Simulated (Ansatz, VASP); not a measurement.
# One calculation of NaF, two programs

File INCAR:

```
SYSTEM = NaF
PREC = Accurate ; ENCUT = 520
EDIFF = 1E-7 ; ISMEAR = 0
SIGMA = 0.01 ; LREAL = .FALSE.
LASPH = .TRUE. ; NELM = 80
ALGO = Normal ; ISIF = 2
LWAVE = .FALSE. ; LCHARG = .TRUE.
GGA = PS ; LELF = .TRUE.
LVHAR = .TRUE. ; NBANDS = 14
```

Contents of KPOINTS:

```
Automatic mesh
0
G
  10 10 10
  0 0 0
```

Contents of POSCAR:

```
NaF
1.0
    0.0000000000      2.3035226430      2.3035226430
    2.3035226430      0.0000000000      2.3035226430
    2.3035226430      2.3035226430      0.0000000000
Na F
1 1
Direct
    0.0000000000      0.0000000000      0.0000000000
    0.5000000000      0.5000000000      0.5000000000
```

Input for Ansatz:

```yaml
crystal:
  lattice:
    - [0.0, 2.30352264295, 2.30352264295]
    - [2.30352264295, 0.0, 2.30352264295]
    - [2.30352264295, 2.30352264295, 0.0]
  atoms:
    - { symbol: Na, position: [0.0, 0.0, 0.0] }
    - { symbol: F, position: [0.5, 0.5, 0.5] }
kpoints:
  mp_grid: { grid: [10, 10, 10] }
scf:
  occupations: { method: fixed }
  convergence: { dr2_threshold: 1.0e-10 }
hamiltonian:
  xc: pbesol
  pseudopotentials: { kind: all_electron, lapw: { basis_error: 0.0005 } }
output:
  forces: true
  stress: true
  eigenstates:
    kpoints:
      - [0.0, 0.0, 0.0]
      - [-0.5, 0.0, -0.5]
      - [0.0, -0.5, -0.5]
      - [-0.5, -0.5, 0.0]
      - [-0.5, 0.0, 0.0]
      - [0.0, -0.5, 0.0]
      - [0.0, 0.0, -0.5]
      - [-0.5, -0.5, -0.5]
  eigenvalues: true
```

Alike in both runs: task single point; functional PBEsol; k mesh 10 × 10 × 10; no spin polarisation.

```csv
,VASP,Ansatz
version,VASP 6.6.1,Ansatz 0.2.0
potentials or method,"VASP PAW PBE potentials, release 64 (Na_pv, F), cutoff 520 eV","all-electron LAPW, scalar-relativistic"
occupations,"gaussian, width 0.01 eV",fixed
```

Ansatz gave:

* gap on the k mesh at the Fermi level (eV): 6.26
* pressure (GPa): 0.7

Estimate VASP's values.

gap on the k mesh at the Fermi level (eV): 6.25; pressure (GPa): 0.7.

VASP's potentials were made for PBE, not for PBEsol. Ansatz ran all-electron here, and VASP with PAW potentials.
